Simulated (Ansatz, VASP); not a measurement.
**MgS, level by level in two programs**

```xyz
2
Lattice="0.0000 2.7753 2.7753 2.7753 0.0000 2.7753 2.7753 2.7753 0.0000" Properties=species:S:1:pos:R:3 pbc="T T T"
S     1.3876    1.3876    1.3876
Mg    0.0000    0.0000    0.0000
```

Single points on this cell with VASP 6.6.1 and Ansatz 0.2.0. Each row is one pair of runs. Alike in all rows: spin: off; smearing: fermi-dirac, width 0.05 eV.

| level | k mesh | VASP's potentials, cutoff | Ansatz's potentials, cutoff | gap on the k mesh at the Fermi level (eV), VASP | gap on the k mesh at the Fermi level (eV), Ansatz | least direct gap on the mesh (eV), VASP | least direct gap on the mesh (eV), Ansatz | pressure (GPa), VASP | pressure (GPa), Ansatz |
| --- | --- | --- | --- | --- | --- | --- | --- | --- | --- |
| r2SCAN | 8 × 8 × 8 | VASP PAW PBE potentials, release 64 (S, Mg_sv), 750 eV | Ansatz PAW, 500 eV | ? | 4.27 | ? | 4.47 | ? | 4.0 |
| HSE06 | 6 × 6 × 6 | VASP PAW PBE potentials, release 64 (S, Mg), 520 eV | Ansatz PAW, 420 eV | 4.81 | 4.82 | 4.84 | 4.85 | 3.9 | 4.0 |
| PBE0 | 6 × 6 × 6 | VASP PAW PBE potentials, release 64 (S, Mg), 520 eV | Ansatz PAW, 420 eV | 5.52 | 5.52 | 5.54 | 5.54 | 3.8 | 4.0 |

Q: Fill in what VASP gave in row 1.

A: gap on the k mesh at the Fermi level (eV): 4.27; least direct gap on the mesh (eV): 4.47; pressure (GPa): 3.9.

VASP's potentials hold 8 valence electrons a cell and Ansatz's 16 in some rows, so a difference there can come from the potentials and not from the codes.
